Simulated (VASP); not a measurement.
Set up this calculation in VASP 6.6.1, as the native input.

```yaml
Task: single point
Functional: PBE
Potentials_or_basis: VASP PAW PBE potentials, release 64 (Cu)
Cutoff: 520 eV
k_mesh: 6 × 6 × 6
Occupations: gaussian, width 0.01 eV
Spin: no spin polarisation
Dipole_correction: no
Further_INCAR_settings: ALGO = Normal; EDIFF = 1e-06; NBANDS = 12
```

The structure of Cu lies in POSCAR:

```
Cu
1.0
    0.0000000000      1.8109845161      1.8109845161
    1.8109845161      0.0000000000      1.8109845161
    1.8109845161      1.8109845161      0.0000000000
Cu
1
Direct
    0.0000000000      0.0000000000      0.0000000000
```

One way to write it, as run:

INCAR

```
SYSTEM = Cu
PREC = Accurate
ENCUT = 520
EDIFF = 1E-6
ISMEAR = 0
SIGMA = 0.01
LREAL = .FALSE.
LASPH = .TRUE.
NELM = 60
ALGO = Normal
ISIF = 2
LWAVE = .FALSE.
LCHARG = .TRUE.
GGA = PE
LELF = .TRUE.
LVHAR = .TRUE.
NBANDS = 12
```

KPOINTS

```
Automatic mesh
0
G
  6 6 6
  0 0 0
```

Potentials or basis: VASP PAW PBE potentials, release 64 (Cu).

The run is started by

```sh
$ cat potpaw_PBE.64/Cu/POTCAR > POTCAR
$ mpirun -np 1 vasp_std > vasp.out
```

It gave:

- Pressure: 2.6 GPa

Caveat: the k points lie up to 0.50 Å⁻¹ apart.

Wall time 4.7 s on 1 thread of Intel(R) Xeon(R) Platinum 8488C (Sapphire Rapids), on a shared host, peak memory 0.12 GiB.
